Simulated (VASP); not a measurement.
Input of a VASP 6.6.1 run:

Contents of INCAR:

```
ALGO = Normal ; EDIFF = 1E-7
ENCUT = 520 ; GGA = PE
ISIF = 2 ; ISMEAR = -1
LASPH = T ; LCHARG = F
LREAL = F ; LWAVE = F
NBANDS = 13 ; NELM = 80
PREC = Accurate ; SIGMA = 0.1
```

Contents of KPOINTS:

```
k-points
0
Gamma
  22 22 22
```

The input POSCAR:

```
Ru
1.0
    1.4721809091      1.4721809091      1.4721809091
   -1.4721809091      1.4721809091      1.4721809091
   -1.4721809091     -1.4721809091      1.4721809091
Ru
1
Direct
    0.0000000000      0.0000000000      0.0000000000
```

Potentials or basis: VASP PAW PBE potentials, release 64 (Ru_pv).

The run is started by

```console
$ cat potpaw_PBE.64/Ru_pv/POTCAR > POTCAR
$ mpirun -np 1 vasp_std > vasp.out
```

**Question.** Predict the band gap on the k mesh.

**Answer.** Zero (band 7 reaches 16.28 eV, above the bottom of band 8 at 12.16 eV).

**Question.** Estimate the pressure.

**Answer.** 40.1 GPa.
